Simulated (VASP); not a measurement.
# BiAu (Fm-3m) in VASP: notebook

BiAu is run at these levels: PBEsol; tasks: single point.

All numbers are computed with VASP 6.6.1; they aren't measurements. Logs are shortened: lines on timing, memory, paths and dates and some standing lists are left out, and cuts for length are marked.

**1. The cell of the first run**

The structure is cubic, space group Fm-3m (No. 225). Conventional cell: a = 5.690 Å, b = 5.690 Å, c = 5.690 Å, α = 90.00°, β = 90.00°, γ = 90.00°. Within 3.7 Å of Au (site symmetry m-3m) lie 6 Bi at 2.85 Å. Within 3.7 Å of Bi (site symmetry m-3m) lie 6 Au at 2.85 Å.

**2. Single point, PBEsol**

INCAR reads:

```
PREC = Accurate ; ENCUT = 520
EDIFF = 1E-7 ; ISMEAR = 0
SIGMA = 0.05 ; LREAL = False
LASPH = True ; NELM = 80
ALGO = Normal ; ISIF = 2
LWAVE = False ; LCHARG = True
GGA = PS ; LELF = True
LVHAR = True ; NBANDS = 20
```

KPOINTS reads:

```
Automatic mesh
0
Gamma
  10 10 10
```

POSCAR reads:

```
BiAu
1.0
    0.0000000000      2.8451029066      2.8451029066
    2.8451029066      0.0000000000      2.8451029066
    2.8451029066      2.8451029066      0.0000000000
Au Bi
1 1
Direct
    0.5000000000      0.5000000000      0.5000000000
    0.0000000000      0.0000000000      0.0000000000
```

Potentials or basis: VASP PAW PBE potentials, release 64 (Au, Bi_d).

Started as:

```console
$ cat potpaw_PBE.64/Au/POTCAR potpaw_PBE.64/Bi_d/POTCAR > POTCAR
$ mpirun -np 1 vasp_std > vasp.out
```

OUTCAR:

```text
PREC = Accurate
   ENCUT = 520
   EDIFF = 1E-7
   ISMEAR = 0
   LREAL = False
   LASPH = True
   NELM = 80
   ISIF = 2
   GGA = PS

 ion  position               nearest neighbor table
   1  0.500  0.500  0.500-   2 2.85   2 2.85   2 2.85   2 2.85   2 2.85   2 2.85
   2  0.000  0.000  0.000-   1 2.85   1 2.85   1 2.85   1 2.85   1 2.85   1 2.85

  LATTYP: Found a face centered cubic cell.
 ALAT       =     5.6902058132

  Lattice vectors:

 A1 = (   0.0000000000,   2.8451029066,   2.8451029066)
 A2 = (   2.8451029066,   0.0000000000,   2.8451029066)
 A3 = (   2.8451029066,   2.8451029066,   0.0000000000)

Analysis of symmetry for initial positions (statically):
=====================================================================
 Subroutine PRICEL returns:
 Original cell was already a primitive cell.

 Routine SETGRP: Setting up the symmetry group for a
 face centered cubic supercell.

 Subroutine GETGRP returns: Found 48 space group operations
 (whereof 48 operations were pure point group operations)
 out of a pool of 48 trial point group operations.

The static configuration has the point symmetry O_h .

Analysis of symmetry for dynamics (positions and initial velocities):
=====================================================================
 Subroutine PRICEL returns:
 Original cell was already a primitive cell.

 Routine SETGRP: Setting up the symmetry group for a
 face centered cubic supercell.

 Subroutine GETGRP returns: Found 48 space group operations
 (whereof 48 operations were pure point group operations)
 out of a pool of 48 trial point group operations.

The dynamic configuration has the point symmetry O_h .

 Subroutine INISYM returns: Found 48 space group operations
 (whereof 48 operations are pure point group operations),
 and found     1 'primitive' translations

----------------------------------------------------------------------------------------

                                     Primitive cell

  volume of cell :      46.0600

  direct lattice vectors                    reciprocal lattice vectors
     0.000000000  2.845102907  2.845102907    -0.175740568  0.175740568  0.175740568
     2.845102907  0.000000000  2.845102907     0.175740568 -0.175740568  0.175740568
     2.845102907  2.845102907  0.000000000     0.175740568  0.175740568 -0.175740568

  length of vectors
     4.023583117  4.023583117  4.023583117     0.304391592  0.304391592  0.304391592

  position of ions in fractional coordinates (direct lattice)
     0.500000000  0.500000000  0.500000000
     0.000000000  0.000000000  0.000000000

  ion indices of the primitive-cell ions
   primitive index   ion index
                 1           1
                 2           2

----------------------------------------------------------------------------------------

 KPOINTS: Automatic mesh

Automatic generation of k-mesh.
 Grid dimensions read from file:
 generate k-points for:   10   10   10

 Generating k-lattice:

  Cartesian coordinates                     Fractional coordinates (reciprocal lattice)
    -0.017574057  0.017574057  0.017574057     0.100000000  0.000000000  0.000000000
     0.017574057 -0.017574057  0.017574057     0.000000000  0.100000000  0.000000000
     0.017574057  0.017574057 -0.017574057     0.000000000  0.000000000  0.100000000

  Length of vectors
     0.030439159  0.030439159  0.030439159

  Shift w.r.t. Gamma in fractional coordinates (k-lattice)
     0.000000000  0.000000000  0.000000000

 Subroutine IBZKPT returns following result:
 ===========================================

 Found     47 irreducible k-points:

 Following reciprocal coordinates:
            Coordinates               Weight
  0.000000  0.000000  0.000000      1.000000
  0.100000  0.000000  0.000000      8.000000
  0.200000  0.000000  0.000000      8.000000
  0.300000  0.000000  0.000000      8.000000
  0.400000  0.000000  0.000000      8.000000
  0.500000  0.000000  0.000000      4.000000
[... 16 lines left out ...]
  0.300000  0.300000  0.000000      6.000000
  0.400000  0.300000  0.000000     24.000000
 [... further k-points ...]
   k-points           NKPTS =     47   k-points in BZ     NKDIM =     47   number of bands    NBANDS=     20
   number of dos      NEDOS =    301   number of ions     NIONS =      2
   total plane-waves  NPLWV =  27000
   dimension x,y,z NGX =    30 NGY =   30 NGZ =   30
   dimension x,y,z NGXF=    60 NGYF=   60 NGZF=   60
   ions per type =               1   1
   NGX,Y,Z   is equivalent  to a cutoff of  12.40, 12.40, 12.40 a.u.
   NGXF,Y,Z  is equivalent  to a cutoff of  24.79, 24.79, 24.79 a.u.
 SYSTEM =  unknown system
   PREC   = accura    normal or accurate (medium, high low for compatibility)
   ISTART =      0    job   : 0-new  1-cont  2-samecut
   ICHARG =      2    charge: 1-file 2-atom 10-const
   ISPIN  =      1    spin polarized calculation?
   LNONCOLLINEAR =      F non collinear calculations
   LSORBIT =      F    spin-orbit coupling
   LASPH  =      T    aspherical Exc in radial PAW
   ENCUT  =  520.0 eV  38.22 Ry    6.18 a.u.   7.48  7.48  7.48*2*pi/ulx,y,z
   NELM   =     80;   NELMIN=  2; NELMDL= -5     # of ELM steps
   EDIFF  = 0.1E-06   stopping-criterion for ELM
   LREAL  =      F    real-space projection
   EDIFFG = 0.1E-05   stopping-criterion for IOM
   NSW    =      0    number of steps for IOM
   IBRION =     -1    ionic relax: 0-MD 1-quasi-New 2-CG
   NFREE  =      0    steps in history (QN), initial steepest desc. (CG)
   ISIF   =      2    stress and relaxation
   ISYM   =      2    0-nonsym 1-usesym 2-fastsym
   POTIM  = 0.5000    time-step for ionic-motion
   TEBEG  =    0.0;   TEEND  =   0.0 temperature during run
   PSTRESS=    0.0 pullay stress
   NELECT =      26.0000    total number of electrons
   NUPDOWN=      -1.0000    fix difference up-down
   EMIN   =  10.00;   EMAX   =-10.00  energy-range for DOS
   EFERMI =   0.00;   METHOD = LEGACY
   ISMEAR =     0;   SIGMA  =   0.05  broadening in eV -4-tet -1-fermi 0-gaus
   EFERMI_NEDOS =   21; number of points for ismear=-14 and -15
   IALGO  =     38    algorithm
   IMIX   =      4    mixing-type and parameters
     AMIX     =   0.40;   BMIX     =  1.00
     AMIX_MAG =   1.60;   BMIX_MAG =  1.00
  volume/ion in A,a.u.               =      23.03       155.41
  Fermi-wavevector in a.u.,A,eV,Ry     =   1.352980  2.556761 24.906203  1.830554
  Thomas-Fermi vector in A             =   2.480273
   LORBIT       =      0    0 simple, 1 ext, 2 COOP (PROOUT), +10 PAW based schemes
   GGA     = PS    functional components
   LHFCALC =     F    Hartree Fock is set to
   AEXX    =    0.0000 exact exchange contribution
   IVDW    =     0    specifies the selected vdW correction
   LEPSILON=     F    determine dielectric tensor
   LRPA    =     F    only Hartree local field effects (RPA)
 non-spin polarized calculation
 Gauss-broadening in eV      SIGMA  =   0.05
  energy-cutoff  :      520.00
  volume of cell :       46.06
 maximum number of plane-waves:      1266
 NGX is ok and might be reduce to    30
   NGX = 15   NGY = 15   NGZ = 15

 number of electron      25.9999996 magnetization

 Free energy of the ion-electron system (eV)
  ---------------------------------------------------
  ext. energy  EPLUGINS =         0.00000000
  ---------------------------------------------------
  free energy    TOTEN  =        -8.14184992 eV

  energy without entropy =       -8.14059286  energy(sigma->0) =       -8.14122139

 E-fermi :   8.9454     XC(G=0): -11.4781

 val. band max:        8.9208931811   @ k =   0.5000   0.2000   0.0000
 cond. band min:       8.9643431247   @ k =   0.3000   0.2000   0.1000
 fundamental gap:      0.0434499436
 Fermi energy:         8.9453682340

 k-point     1 :       0.0000    0.0000    0.0000
  band No.  band energies     occupation
      1     -14.0350      2.00000
      2     -14.0350      2.00000
      3     -13.9908      2.00000
      4     -13.9908      2.00000
      5     -13.9908      2.00000
      6      -4.4250      2.00000
[... 12 lines left out ...]
     19      17.9568      0.00000
     20      18.8833      0.00000

 k-point     2 :       0.1000    0.0000    0.0000
  band No.  band energies     occupation
      1     -14.0325      2.00000
      2     -14.0325      2.00000
      3     -13.9897      2.00000
      4     -13.9879      2.00000
      5     -13.9879      2.00000
      6      -4.2937      2.00000
[... 12 lines left out ...]
     19      17.4467      0.00000
     20      19.1358      0.00000

 k-point     3 :       0.2000    0.0000    0.0000
  band No.  band energies     occupation
      1     -14.0268      2.00000
      2     -14.0268      2.00000
      3     -13.9867      2.00000
      4     -13.9795      2.00000
      5     -13.9795      2.00000
      6      -3.9116      2.00000
[... 12 lines left out ...]
     19      16.7419      0.00000
     20      19.6609      0.00000

 k-point     4 :       0.3000    0.0000    0.0000
  band No.  band energies     occupation
      1     -14.0210      2.00000
      2     -14.0210      2.00000
      3     -13.9830      2.00000
      4     -13.9678      2.00000
      5     -13.9678      2.00000
      6      -3.3265      2.00000
[... 12 lines left out ...]
     19      17.9670      0.00000
     20      20.4650      0.00000

 k-point     5 :       0.4000    0.0000    0.0000
  band No.  band energies     occupation
      1     -14.0170      2.00000
      2     -14.0170      2.00000
      3     -13.9800      2.00000
      4     -13.9576      2.00000
      5     -13.9576      2.00000
      6      -2.6800      2.00000
[... 12 lines left out ...]
     19      20.0665      0.00000
     20      21.5832      0.00000

 k-point     6 :       0.5000    0.0000    0.0000
  band No.  band energies     occupation
      1     -14.0156      2.00000
      2     -14.0156      2.00000
      3     -13.9789      2.00000
      4     -13.9535      2.00000
      5     -13.9535      2.00000
      6      -2.3482      2.00000
[... 12 lines left out ...]
     19      21.8442      0.00000
     20      22.6625      0.00000

 k-point     7 :       0.1000    0.1000    0.0000
  band No.  band energies     occupation
      1     -14.0327      2.00000
      2     -14.0311      2.00000
      3     -13.9928      2.00000
      4     -13.9853      2.00000
      5     -13.9853      2.00000
      6      -4.2521      2.00000
[... 12 lines left out ...]
     19      17.7292      0.00000
     20      19.4339      0.00000
[... 277 lines left out ...]
 k-point    20 :      -0.4000    0.2000    0.0000
  band No.  band energies     occupation
      1     -14.0274      2.00000
      2     -14.0091      2.00000
      3     -13.9736      2.00000
      4     -13.9607      2.00000
      5     -13.9527      2.00000
      6      -2.3513      2.00000
[... 12 lines left out ...]
     19      19.9720      0.00000
     20      20.7943      0.00000

 k-point    21 :      -0.3000    0.2000    0.0000
  band No.  band energies     occupation
      1     -14.0275      2.00000
      2     -14.0092      2.00000
      3     -13.9746      2.00000
      4     -13.9616      2.00000
      5     -13.9611      2.00000
      6      -2.6731      2.00000
[... 12 lines left out ...]
     19      19.7378      0.00000
     20      20.3589      0.00000

 k-point    22 :      -0.2000    0.2000    0.0000
  band No.  band energies     occupation
      1     -14.0273      2.00000
      2     -14.0135      2.00000
      3     -13.9812      2.00000
      4     -13.9706      2.00000
      5     -13.9634      2.00000
      6      -3.1840      2.00000
[... 12 lines left out ...]
     19      19.2504      0.00000
     20      19.9223      0.00000

 k-point    23 :       0.3000    0.3000    0.0000
  band No.  band energies     occupation
      1     -14.0322      2.00000
      2     -14.0196      2.00000
      3     -14.0044      2.00000
      4     -13.9545      2.00000
      5     -13.9545      2.00000
      6      -3.1787      2.00000
[... 12 lines left out ...]
     19      19.7391      0.00000
     20      22.0125      0.00000

 k-point    24 :       0.4000    0.3000    0.0000
  band No.  band energies     occupation
      1     -14.0367      2.00000
      2     -14.0156      2.00000
      3     -14.0037      2.00000
      4     -13.9488      2.00000
      5     -13.9475      2.00000
      6      -2.8543      2.00000
[... 12 lines left out ...]
     19      21.4387      0.00000
     20      22.0137      0.00000

 [... further k-points ...]

------------------------ aborting loop because EDIFF is reached ----------------------------------------

  FORCE on cell =-STRESS in cart. coord.  units (eV):
  Direction    XX          YY          ZZ          XY          YZ          ZX
  --------------------------------------------------------------------------------------
  -------------------------------------------------------------------------------------
  Total        2.1821323      2.1821323      2.1821323      0.0000000      0.0000000     -0.0000000
  in kB       75.9045372     75.9045372     75.9045372      0.0000000      0.0000000     -0.0000000
  external PRESSURE =      75.9045372 kB  Pullay stress =       0.0000000 kB

 VOLUME and BASIS-vectors are now :
 -----------------------------------------------------------------------------
  energy-cutoff  :      520.00
  volume of cell :       46.06
      direct lattice vectors                 reciprocal lattice vectors
     0.000000000  2.845102907  2.845102907    -0.175740568  0.175740568  0.175740568
     2.845102907  0.000000000  2.845102907     0.175740568 -0.175740568  0.175740568
     2.845102907  2.845102907  0.000000000     0.175740568  0.175740568 -0.175740568

 POSITION                                       TOTAL-FORCE (eV/Angst)
 -----------------------------------------------------------------------------------
      2.84510      2.84510      2.84510        -0.000000     -0.000000      0.000000
      0.00000      0.00000      0.00000         0.000000      0.000000     -0.000000
 -----------------------------------------------------------------------------------
    total drift:                               -0.000000      0.000000      0.000000

  FREE ENERGIE OF THE ION-ELECTRON SYSTEM (eV)
  ---------------------------------------------------
  free  energy   TOTEN  =        -8.1418499241 eV

  energy  without entropy=       -8.1405928588  energy(sigma->0) =       -8.14122139
```

Wall time 28 s (1 thread of Intel Xeon Platinum 8488C (Sapphire Rapids), shared host); peak memory 0.19 GiB.

What came out:

```
Free energy            : -8.1418 eV
Pressure               : 7.6 GPa
Band gap on the k mesh : zero (band 13 reaches 12.25 eV, above the bottom of band 14 at 6.49 eV)
```

Levels at points of the mesh, in eV from the Fermi level:
```
           k point  band 9  band 10  band 11  band 12  band 13  band 14  band 15  band 16  band 17  band 18
(0.00, 0.00, 0.00)   -4.84    -4.76    -4.76     1.10     1.10     1.10     1.71     7.06     9.01     9.01
(0.50, 0.00, 0.00)   -5.82    -4.47    -4.47    -3.97     3.31     3.43     3.43     5.18     5.18     6.70
(0.50, 0.50, 0.00)   -4.54    -4.26    -4.26    -3.35    -1.71    -1.71    -1.15     6.13    12.06    12.06
```

Caveat: the PAW data sets were made with another functional, which shifts forces and pressure a little; spin-orbit coupling is left out, which moves the levels of the heavy elements.

**3. Single point, PBEsol (volume scaled by 0.960)**

INCAR reads:

```
PREC = Accurate
ENCUT = 520
EDIFF = 1E-6
ISMEAR = 0
SIGMA = 0.05
LREAL = False
LASPH = True
NELM = 60
ALGO = Normal
ISIF = 2
LWAVE = False
LCHARG = False
GGA = PS
NBANDS = 20
```

KPOINTS reads:

```
regular mesh
0
Gamma
  10 10 10
```

POSCAR reads:

```
BiAu
1.0
    0.0000000000      2.8766691539      2.8766691539
    2.8766691539      0.0000000000      2.8766691539
    2.8766691539      2.8766691539      0.0000000000
Au Bi
1 1
Direct
    0.5000000000      0.5000000000      0.5000000000
    0.0000000000      0.0000000000      0.0000000000
```

Potentials or basis: VASP PAW PBE potentials, release 64 (Au, Bi_d).

Started as:

```console
$ cat potpaw_PBE.64/Au/POTCAR potpaw_PBE.64/Bi_d/POTCAR > POTCAR
$ mpirun -np 1 vasp_std > vasp.out
```

It took 22 s on 1 thread of Intel Xeon Platinum 8488C (Sapphire Rapids), shared host; peak memory 0.19 GiB.

The run converged. Its results:

```
Free energy            : -8.1975 eV
Pressure               : 3.8 GPa
Band gap on the k mesh : zero (band 13 reaches 11.74 eV, above the bottom of band 14 at 6.11 eV)
```

Levels at points of the mesh, in eV from the Fermi level:
```
           k point  band 9  band 10  band 11  band 12  band 13  band 14  band 15  band 16  band 17  band 18
(0.00, 0.00, 0.00)   -4.68    -4.61    -4.61     1.07     1.07     1.07     1.43     7.17     8.91     8.91
(0.50, 0.00, 0.00)   -5.62    -4.33    -4.33    -3.85     3.27     3.28     3.28     5.14     5.14     6.52
(0.50, 0.50, 0.00)   -4.41    -4.13    -4.13    -3.31    -1.61    -1.61    -1.22     6.07    11.83    11.83
```

Caveat: the PAW data sets were made with another functional, which shifts forces and pressure a little; spin-orbit coupling is left out, which moves the levels of the heavy elements.

**4. Single point, PBEsol (volume scaled by 0.980)**

INCAR reads:

```
PREC     = Accurate       # precision mode
ENCUT    = 520            # plane-wave cutoff, eV
EDIFF    = 1E-6           # SCF threshold, eV
ISMEAR   = 0              # smearing method
SIGMA    = 0.05           # smearing width, eV
LREAL    = False          # projectors in reciprocal space
LASPH    = True           # aspherical terms in the spheres
NELM     = 60             # most SCF steps
ALGO     = Normal         # electronic algorithm
ISIF     = 2              # what is computed and relaxed
LWAVE    = False          # write WAVECAR
LCHARG   = False          # write CHGCAR
GGA      = PS             # functional
NBANDS   = 20             # bands
```

KPOINTS reads:

```
Automatic mesh
0
Gamma
  10 10 10
```

POSCAR reads:

```
BiAu
1.0
    0.0000000000      2.8965088785      2.8965088785
    2.8965088785      0.0000000000      2.8965088785
    2.8965088785      2.8965088785      0.0000000000
Au Bi
1 1
Direct
    0.5000000000      0.5000000000      0.5000000000
    0.0000000000      0.0000000000      0.0000000000
```

Started as:

```console
$ cat potpaw_PBE.64/Au/POTCAR potpaw_PBE.64/Bi_d/POTCAR > POTCAR
$ mpirun -np 1 vasp_std > vasp.out
```

It took 24 s on 1 thread of Intel Xeon Platinum 8488C (Sapphire Rapids), shared host; peak memory 0.2 GiB.

It converged, with:

```yaml
Free_energy: -8.2152 eV
Pressure: 1.7 GPa
Band_gap_on_the_k_mesh: zero (band 13 reaches 11.36 eV, above the bottom of band 14 at 5.88 eV)
```

Levels at points of the mesh, in eV from the Fermi level:
```
           k point  band 10  band 11  band 12  band 13  band 14  band 15  band 16  band 17
(0.00, 0.00, 0.00)    -4.53    -4.53     1.05     1.05     1.05     1.26     7.23     8.85
(0.50, 0.00, 0.00)    -4.24    -4.24    -3.78     3.19     3.19     3.25     5.11     5.11
(0.50, 0.50, 0.00)    -4.05    -4.05    -3.28    -1.55    -1.55    -1.25     6.04    11.68
```

Caveat: the PAW data sets were made with another functional, which shifts forces and pressure a little; spin-orbit coupling is left out, which moves the levels of the heavy elements.

**5. The runs side by side**

```csv
cell,gap on the mesh (eV),pressure (GPa)
"a = 4.024 Å, angles 60.0°, 2 atoms",none,7.6
"a = 4.068 Å, angles 60.0°, 2 atoms",none,3.8
"a = 4.096 Å, angles 60.0°, 2 atoms",none,1.7
```

Alike in all rows: task single point; level PBEsol; potentials or basis VASP PAW PBE potentials, release 64 (Au, Bi_d); no spin polarisation; k mesh 10 × 10 × 10; cutoff (eV) 520; smearing gaussian 0.05 eV.

Caveats: the PAW data sets were made with another functional, which shifts forces and pressure a little; spin-orbit coupling is left out, which moves the levels of the heavy elements.

Absolute energies hang on the potentials; compare differences alone.
